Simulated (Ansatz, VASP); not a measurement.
# Sr: VASP beside Ansatz

```
Sr
1.0
     0.00000    2.89225    2.89225
     2.89225    0.00000    2.89225
     2.89225    2.89225    0.00000
Sr
1
Cartesian
  0.0000 0.0000 0.0000
```

Alike in both runs: functional LDA; k mesh 8 × 8 × 8; occupations gaussian, width 0.01 eV; no spin polarisation.

Ansatz relaxed the structure, and its values are those at the end. VASP's run is a single point on that final structure, the one shown.

|  | VASP | Ansatz |
| --- | --- | --- |
| version | VASP 6.6.1 | Ansatz 0.2.0 |
| potentials or method | VASP PAW LDA potentials, release 64 (Sr_sv), cutoff 500 eV | scalar-relativistic, plane waves, PAW |
| valence electrons in the cell | 10 | 10 |

```csv
,VASP,Ansatz,Ansatz less VASP
gap on the k mesh at the Fermi level (eV),0.15,0.14,-0.010
least direct gap on the mesh (eV),0.38,0.38,0.000
pressure (GPa),0.0,0.0,+0.01
```

Ansatz warns that its potentials were made for another functional, while VASP's fit it. LDA's correlation is that of Perdew and Zunger in VASP and of Perdew and Wang (1992) in Ansatz.
